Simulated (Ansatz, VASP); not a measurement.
**Ta: VASP beside Ansatz**

```
Ta
1.0
    -2.30680    2.30680    1.25770
     2.30680   -2.30680    1.25770
     2.30680    2.30680   -1.25770
Ta
2
Direct
  0.62500 0.87500 0.75000
  0.37500 0.12500 0.25000
```

Change from the starting cell: volume scaled by 0.68, LAPW.

Alike in both runs: task single point; functional PBE; k mesh 17 × 17 × 17; occupations fermi-dirac, width 0.1 eV; no spin polarisation.

|  | VASP | Ansatz |
| --- | --- | --- |
| version | VASP 6.6.1 | Ansatz 0.2.0 |
| potentials or method | VASP PAW PBE potentials, release 64 (Ta_pv), cutoff 520 eV | all-electron LAPW, scalar-relativistic |

Ansatz gave:

```
pressure (GPa)                                                : 126.0
traceless stress, the component that is largest in VASP (GPa) : 0.08
```

Question: Which values does VASP return?

Answer: Pressure (GPa): 129.8; traceless stress, the component that is largest in VASP (GPa): -0.33.

Both programs put the cell under a high pressure, so it lies far from rest at this level. Ansatz ran all-electron here, and VASP with PAW potentials.

Neither program's run includes spin-orbit coupling. Noted on VASP's run: the cell as given lies far from equilibrium.
